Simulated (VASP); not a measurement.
Write the native input for VASP 6.6.1 that does the following.

- Task: single point
- Functional: HSE06
- Potentials or basis: VASP PAW PBE potentials, release 64 (Au)
- Cutoff: 520 eV
- k mesh: 6 × 6 × 6
- Occupations: fermi-dirac, width 0.05 eV
- Spin: no spin polarisation
- Dipole correction: no
- Grid for exact exchange (PRECFOCK): Normal
- Further INCAR settings: ALGO = Normal; EDIFF = 1e-07; NBANDS = 12
- Screening parameter: 0.2079 1/Å

Au:

```xyz
1
Lattice="-1.6234 1.6234 1.6234 1.6234 -1.6234 1.6234 1.6234 1.6234 -1.6234" Properties=species:S:1:pos:R:3 pbc="T T T"
Au    0.0000    0.0000    0.0000
```

One way to write it, as run:

POSCAR

```
Au
1.0
   -1.6234376908      1.6234376908      1.6234376908
    1.6234376908     -1.6234376908      1.6234376908
    1.6234376908      1.6234376908     -1.6234376908
Au
1
Direct
    0.0000000000      0.0000000000      0.0000000000
```

INCAR.step1

```
ALGO = Normal
EDIFF = 1E-5
ENCUT = 520
GGA = PE
ISIF = 2
ISMEAR = -1
LASPH = T
LCHARG = F
LREAL = F
LWAVE = T
NBANDS = 12
NELM = 100
PREC = Accurate
SIGMA = 0.05
```

INCAR.step2

```
ALGO = Normal
EDIFF = 1E-7
ENCUT = 520
GGA = PE
HFSCREEN = 0.2079
ISIF = 2
ISMEAR = -1
ISTART = 1
LASPH = T
LCHARG = F
LHFCALC = T
LREAL = F
LWAVE = F
NBANDS = 12
NELM = 100
PREC = Accurate
PRECFOCK = Normal
SIGMA = 0.05
```

KPOINTS

```
k-points
0
Gamma
  6 6 6
```

Potentials or basis: VASP PAW PBE potentials, release 64 (Au).

Command:

```console
$ cat potpaw_PBE.64/Au/POTCAR > POTCAR
$ cp INCAR.step1 INCAR
$ mpirun -np 1 vasp_std > vasp.out
$ cp INCAR.step2 INCAR
$ mpirun -np 1 vasp_std > vasp.out
```

It gave:

- Pressure: 5.0 GPa

Caveat: the k points lie up to 0.46 Å⁻¹ apart; the PAW data sets were made with another functional, which shifts forces and pressure a little.

Wall time 7.6 min on 1 thread of Intel(R) Xeon(R) Platinum 8259CL CPU @ 2.50GHz (Skylake/Cascade Lake), with other jobs on the host, peak memory 0.24 GiB.
